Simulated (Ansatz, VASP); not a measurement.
Two plane-wave programs on Ta3N

```
Ta N
1.0
     2.88883    0.00000    0.00000
    -1.44442    2.50180    0.00000
     0.00000    0.00000    7.61977
Ta N
3 1
Direct
  0.00000 0.00000 0.50000
  0.33333 0.66667 0.18521
  0.66667 0.33333 0.81479
  0.00000 0.00000 0.00000
```

Alike in both runs: task single point; functional PBEsol; k mesh 15 × 15 × 6; occupations gaussian, width 0.1 eV; no spin polarisation.

|  | VASP | Ansatz |
| --- | --- | --- |
| version | VASP 6.6.1 | Ansatz 0.2.0 |
| potentials or method | VASP PAW PBE potentials, release 64 (Ta_pv, N), cutoff 520 eV | scalar-relativistic, plane waves, PAW |
| valence electrons in the cell | 38 | 44 |

```tsv
	VASP	Ansatz	Ansatz less VASP
gap on the k mesh at the Fermi level (eV)	none	none	-
pressure (GPa)	12.5	11.9	-0.51
traceless stress, the component that is largest in VASP (GPa)	-4.47	-4.51	-0.042
rms of the force components (eV/Å)	0.567	0.588	+0.0215
```

VASP's potentials were made for PBE, not for PBEsol. Atom by atom the forces differ by 0.021 eV/Å (rms over components). A gap of «none» marks a metal or a gap that the smearing closes. VASP's potentials hold 38 valence electrons a cell and Ansatz's 44, so a difference there can come from the potentials and not from the codes.

Neither program's run includes spin-orbit coupling.
